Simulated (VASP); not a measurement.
# Ru in VASP: notebook, part 2 of 2

VASP 6.6.1. The steps go on from the part before.

## Step 4: Single point, PBE

This run uses another cell than the first one, of 13.62 Å³/atom.

Input file INCAR:

```
  ALGO = Fast
  EDIFF = 1E-7
  ENCUT = 520
  GGA = PE
  ISIF = 2
  ISMEAR = 0
  LASPH = T
  LCHARG = F
  LREAL = F
  LWAVE = F
  NBANDS = 13
  NELM = 80
  PREC = Accurate
  SIGMA = 0.1
```

Input file KPOINTS:

```
k-points
0
Gamma
  8 8 8
```

Input file POSCAR:

```
Ru
1.0
    0.0000000000      1.8956891339      1.8956891339
    1.8956891339      0.0000000000      1.8956891339
    1.8956891339      1.8956891339      0.0000000000
Ru
1
Direct
    0.0000000000      0.0000000000      0.0000000000
```

Potentials or basis: VASP PAW PBE potentials, release 64 (Ru_pv).

On the command line:

```console
> cat potpaw_PBE.64/Ru_pv/POTCAR > POTCAR
> mpirun -np 1 vasp_std > vasp.out
```

OUTCAR:

```text
EDIFF = 1E-7
   ENCUT = 520
   GGA = PE
   ISIF = 2
   ISMEAR = 0
   LASPH = T
   LREAL = F
   NELM = 80
   PREC = Accurate

 ion  position               nearest neighbor table
   1  0.000  0.000  0.000-

  LATTYP: Found a face centered cubic cell.
 ALAT       =     3.7913782678

  Lattice vectors:

 A1 = (   0.0000000000,   1.8956891339,   1.8956891339)
 A2 = (   1.8956891339,   0.0000000000,   1.8956891339)
 A3 = (   1.8956891339,   1.8956891339,   0.0000000000)

Analysis of symmetry for initial positions (statically):
=====================================================================
 Subroutine PRICEL returns:
 Original cell was already a primitive cell.

 Routine SETGRP: Setting up the symmetry group for a
 face centered cubic supercell.

 Subroutine GETGRP returns: Found 48 space group operations
 (whereof 48 operations were pure point group operations)
 out of a pool of 48 trial point group operations.

The static configuration has the point symmetry O_h .

Analysis of symmetry for dynamics (positions and initial velocities):
=====================================================================
 Subroutine PRICEL returns:
 Original cell was already a primitive cell.

 Routine SETGRP: Setting up the symmetry group for a
 face centered cubic supercell.

 Subroutine GETGRP returns: Found 48 space group operations
 (whereof 48 operations were pure point group operations)
 out of a pool of 48 trial point group operations.

The dynamic configuration has the point symmetry O_h .

 Subroutine INISYM returns: Found 48 space group operations
 (whereof 48 operations are pure point group operations),
 and found     1 'primitive' translations

----------------------------------------------------------------------------------------

                                     Primitive cell

  volume of cell :      13.6248

  direct lattice vectors                    reciprocal lattice vectors
     0.000000000  1.895689134  1.895689134    -0.263756325  0.263756325  0.263756325
     1.895689134  0.000000000  1.895689134     0.263756325 -0.263756325  0.263756325
     1.895689134  1.895689134  0.000000000     0.263756325  0.263756325 -0.263756325

[... 112 lines left out ...]
 non-spin polarized calculation
 RMM-DIIS sequential band-by-band and
 Gauss-broadening in eV      SIGMA  =   0.10
  energy-cutoff  :      520.00
  volume of cell :       13.62
 maximum number of plane-waves:       380
   NGX =  9   NGY =  9   NGZ =  9

 number of electron      14.0000005 magnetization

 Free energy of the ion-electron system (eV)
  ---------------------------------------------------
  ext. energy  EPLUGINS =         0.00000000
  ---------------------------------------------------
  free energy    TOTEN  =        -9.15861824 eV

  energy without entropy =       -9.15486512  energy(sigma->0) =       -9.15674168

 E-fermi :  12.5772     XC(G=0): -14.0940

 val. band max:       12.5717666002   @ k =   0.0000   0.0000   0.0000
 cond. band min:      12.7354616287   @ k =   0.2500   0.0000   0.0000
 fundamental gap:      0.1636950285
 Fermi energy:        12.5772425915

 k-point     1 :       0.0000    0.0000    0.0000
  band No.  band energies     occupation
      1     -29.7209      2.00000
      2     -29.7209      2.00000
      3     -29.7209      2.00000
      4       4.8064      2.00000
      5      10.1339      2.00000
      6      10.1339      2.00000
      7      10.1339      2.00000
      8      12.5718      1.06173
      9      12.5718      1.06173
     10      23.2650      0.00000
     11      27.7531      0.00000
     12      33.4750      0.00000
     13      33.4750      0.00000
[... 354 lines left out ...]
  band No.  band energies     occupation
      1     -30.6332      2.00000
      2     -30.1422      2.00000
      3     -29.9519      2.00000
      4       7.9083      2.00000
      5       8.7959      2.00000
      6      10.5340      2.00000
      7      11.3231      2.00000
      8      14.1870      0.00000
      9      19.0550      0.00000
     10      22.2936      0.00000
     11      23.2679      0.00000
     12      29.0181      0.00000
     13      30.1981      0.00000

 [... further k-points ...]

------------------------ aborting loop because EDIFF is reached ----------------------------------------

  FORCE on cell =-STRESS in cart. coord.  units (eV):
  Direction    XX          YY          ZZ          XY          YZ          ZX
  --------------------------------------------------------------------------------------
  -------------------------------------------------------------------------------------
  Total        0.3199460      0.3199460      0.3199460      0.0000000      0.0000000      0.0000000
  in kB       37.6232177     37.6232177     37.6232177      0.0000000      0.0000000      0.0000000
  external PRESSURE =      37.6232177 kB  Pullay stress =       0.0000000 kB

 VOLUME and BASIS-vectors are now :
 -----------------------------------------------------------------------------
  energy-cutoff  :      520.00
  volume of cell :       13.62
      direct lattice vectors                 reciprocal lattice vectors
     0.000000000  1.895689134  1.895689134    -0.263756325  0.263756325  0.263756325
     1.895689134  0.000000000  1.895689134     0.263756325 -0.263756325  0.263756325
     1.895689134  1.895689134  0.000000000     0.263756325  0.263756325 -0.263756325

 POSITION                                       TOTAL-FORCE (eV/Angst)
 -----------------------------------------------------------------------------------
      0.00000      0.00000      0.00000         0.000000      0.000000      0.000000
 -----------------------------------------------------------------------------------
    total drift:                                0.000000      0.000000      0.000000

  FREE ENERGIE OF THE ION-ELECTRON SYSTEM (eV)
  ---------------------------------------------------
  free  energy   TOTEN  =        -9.1586182443 eV

  energy  without entropy=       -9.1548651156  energy(sigma->0) =       -9.15674168
```

Run time: 9.4 s. Hardware: 1 thread of Intel Xeon 8259CL, shared host; peak memory 0.13 GiB.

What came out:

```
Free energy            : -9.1586 eV
Pressure               : 3.8 GPa
Band gap on the k mesh : zero (bands 7 and 8 overlap by 3.12 eV)
```

Caveat: the cell stands under pressure; an empty level that is flat over the whole mesh can mark a ghost state of the potentials, or a narrow d or f band.

## Step 5: Single point, PBE

Input file INCAR:

```
PREC = Accurate
ENCUT = 520
EDIFF = 1E-6
ISMEAR = 0
SIGMA = 0.1
LREAL = F
LASPH = T
NELM = 60
ALGO = Normal
ISIF = 2
LWAVE = F
LCHARG = T
GGA = PE
LELF = T
LVHAR = T
NBANDS = 13
```

Input file KPOINTS:

```
Automatic mesh
0
Gamma
  18 18 18
```

Input file POSCAR:

```
Ru
1.0
    0.0000000000      1.9051273990      1.9051273990
    1.9051273990      0.0000000000      1.9051273990
    1.9051273990      1.9051273990      0.0000000000
Ru
1
Direct
    0.0000000000      0.0000000000      0.0000000000
```

On the command line:

```console
> cat potpaw_PBE.64/Ru_pv/POTCAR > POTCAR
> mpirun -np 1 vasp_std > vasp.out
```

Run time: 36 s. Hardware: 1 thread of Intel Xeon 8259CL, shared host; peak memory 0.15 GiB.

The run converged. Its results:

| Item | Value |
| --- | --- |
| Free energy | -9.1258 eV |
| Pressure | -0.1 GPa |
| Band gap on the k mesh | zero (bands 7 and 8 overlap by 3.34 eV) |

Levels at points of the mesh, in eV from the Fermi level:
```tsv
k point	band 5	band 6	band 7	band 8	band 9	band 10
(0.00, 0.00, 0.00)	-2.47	-2.47	-2.47	-0.09	-0.09	10.60
(0.50, 0.00, 0.00)	-2.59	-2.59	1.05	1.73	1.73	9.90
(0.50, 0.50, 0.00)	-5.72	1.68	2.23	2.23	3.65	10.60
```

## Step 6: Relaxation of cell and atoms, PBE

This run uses another cell than the first one, of 13.80 Å³/atom.

Input file INCAR:

```
  PREC = Accurate
  ENCUT = 600
  EDIFF = 1E-6
  ISMEAR = 0
  SIGMA = 0.1
  LREAL = False
  LASPH = True
  NELM = 100
  ALGO = Normal
  ISIF = 3
  LWAVE = False
  LCHARG = False
  GGA = PE
  IBRION = 2
  NSW = 100
  EDIFFG = -0.01
```

KPOINTS is that of step 5.

Input file POSCAR:

```
Ru
1.0
    0.0000000000      1.9037205590      1.9037205590
    1.9037205590      0.0000000000      1.9037205590
    1.9037205590      1.9037205590      0.0000000000
Ru
1
Direct
    0.0000000000      0.0000000000      0.0000000000
```

Potentials or basis: VASP PAW PBE potentials, release 64 (Ru_pv).

On the command line:

```console
> cat potpaw_PBE.64/Ru_pv/POTCAR > POTCAR
> mpirun -np 1 vasp_std > vasp.out
```

It took 68 s on 1 thread of Intel Xeon 8259CL, shared host; peak memory 0.17 GiB.

The run converged. Its results:

```yaml
Free_energy: -9.1259 eV
Relaxed_volume: 13.82 Å³/atom
Relaxed_cell: a = 2.694 Å, b = 2.694 Å, c = 2.694 Å, α = 60.00°, β = 60.00°, γ = 60.00°
Space_group_after_relaxing_to_0.1_Å: Fm-3m (No. 225)
Energy_gained_by_relaxing: 0.0 meV/atom
Ionic_steps: 3
Pressure_after_relaxing: 0.0 GPa
Band_gap_on_the_k_mesh: zero (bands 7 and 8 overlap by 3.34 eV)
```

Final structure:
```yaml
crystal:
  lattice:
    - [0.00000, 1.90478, 1.90478]
    - [1.90478, 0.00000, 1.90478]
    - [1.90478, 1.90478, 0.00000]
  atoms:
    - { symbol: Ru, position: [0.00000, 0.00000, 0.00000] }
```

Levels at points of the mesh, in eV from the Fermi level:
| k point | band 3 | band 4 | band 5 | band 6 | band 7 | band 8 | band 9 | band 10 | band 11 |
| --- | --- | --- | --- | --- | --- | --- | --- | --- | --- |
| (0.00, 0.00, 0.00) | -42.39 | -7.76 | -2.47 | -2.47 | -2.47 | -0.09 | -0.09 | 10.60 | 15.11 |
| (0.50, 0.00, 0.00) | -42.52 | -5.90 | -2.59 | -2.59 | 1.05 | 1.73 | 1.73 | 9.91 | 10.61 |
| (0.50, 0.50, 0.00) | -42.75 | -6.19 | -5.72 | 1.69 | 2.23 | 2.23 | 3.65 | 10.60 | 13.39 |

## Step 7: Single point, PBE

This run uses another cell than the first one: it holds 2 atoms, not 1.

Input file INCAR:

```
ALGO = Fast
EDIFF = 1E-6
ENCUT = 520
GGA = PE
ISIF = 2
ISMEAR = 0
LASPH = T
LCHARG = T
LELF = T
LREAL = F
LVHAR = T
LWAVE = F
NBANDS = 21
NELM = 100
PREC = Accurate
SIGMA = 0.1
```

Input file KPOINTS:

```
k-points
0
Gamma
  6 6 6
```

Input file POSCAR:

```
Ru
1.0
    2.6337062507      0.6027415238      0.1473018697
    0.7944567718      2.5855575424      0.0622264127
    0.9047037567      1.0300162293      4.4421060827
Ru
2
Direct
    0.7226186420      0.3966580067      0.4416162723
    0.2226214119     -0.1033558659      0.9415996111
```

On the command line:

```console
> cat potpaw_PBE.64/Ru_pv/POTCAR > POTCAR
> mpirun -np 1 vasp_std > vasp.out
```

Run time: 71 s. Hardware: 1 thread of AMD EPYC 7R13, shared host; peak memory 0.18 GiB.

The run converged. Its results:

| Quantity | Value |
| --- | --- |
| Free energy | -18.1921 eV |
| Pressure | -0.5 GPa |
| Band gap on the k mesh | zero (bands 14 and 15 overlap by 2.79 eV) |

Levels at points of the mesh, in eV from the Fermi level:
```
           k point  band 12  band 13  band 14  band 15  band 16  band 17
(0.00, 0.00, 0.00)    -2.71    -2.57    -0.29    -0.29     0.96     1.54
(0.50, 0.00, 0.00)    -2.17    -0.98    -0.98     1.59     1.59     5.01
(0.00, 0.50, 0.00)    -2.17    -0.98    -0.98     1.59     1.59     5.02
(0.50, 0.50, 0.00)     0.82     1.45     1.47     1.55     2.00     2.01
(0.00, 0.00, 0.50)    -2.28    -2.28    -2.28    -0.16    -0.16    -0.16
(0.50, 0.00, 0.50)     0.82     1.45     1.47     1.55     2.00     2.01
(0.00, 0.50, 0.50)     0.82     1.45     1.47     1.55     2.00     2.01
(0.50, 0.50, 0.50)    -2.17    -0.98    -0.98     1.59     1.59     5.02
```

Caveat: the k points lie up to 0.45 Å⁻¹ apart, too coarse for converged energies and pressures of a metal.

## Step 8: Summary

| task | cell | k mesh | cutoff (eV) | gap on the mesh (eV) | pressure (GPa) | relaxed volume (Å³/atom) |
| --- | --- | --- | --- | --- | --- | --- |
| single point | a = 2.695 Å, angles 120.0, 120.0, 90.0°, 1 atom, atomic positions A | 28 × 28 × 28 | 520 | none | -0.2 | - |
| relaxation of cell and atoms | relaxed from a = 2.691 Å, angles 119.6, 119.6, 90.6°, 1 atom, atomic positions A | 28 × 28 × 28 | 600 | none | 0.0 | 13.83 |
| single point | a = 2.681 Å, angles 60.0°, 1 atom, atomic positions A | 8 × 8 × 8 | 520 | none | 3.8 | - |
| single point | a = 2.694 Å, angles 60.0°, 1 atom, atomic positions A | 18 × 18 × 18 | 520 | none | -0.1 | - |
| relaxation of cell and atoms | relaxed from a = 2.692 Å, angles 60.0°, 1 atom, atomic positions A | 18 × 18 × 18 | 600 | none | 0.0 | 13.82 |
| single point | a = 2.706, b = 2.706, c = 4.649 Å, angles 73.1, 73.1, 60.0°, 2 atoms, atomic positions B | 6 × 6 × 6 | 520 | none | -0.5 | - |

Alike in all rows: level PBE; potentials or basis VASP PAW PBE potentials, release 64 (Ru_pv); no spin polarisation; smearing gaussian 0.1 eV.

Caveats: some runs use coarse meshes; the cell stands under pressure (at least some runs); an empty level that is flat over the whole mesh can mark a ghost state of the potentials, or a narrow d or f band (at least some runs).

Absolute energies hang on the potentials; compare differences alone.

The gap in the log of VASP goes by the Fermi energy; the results here count the filled bands.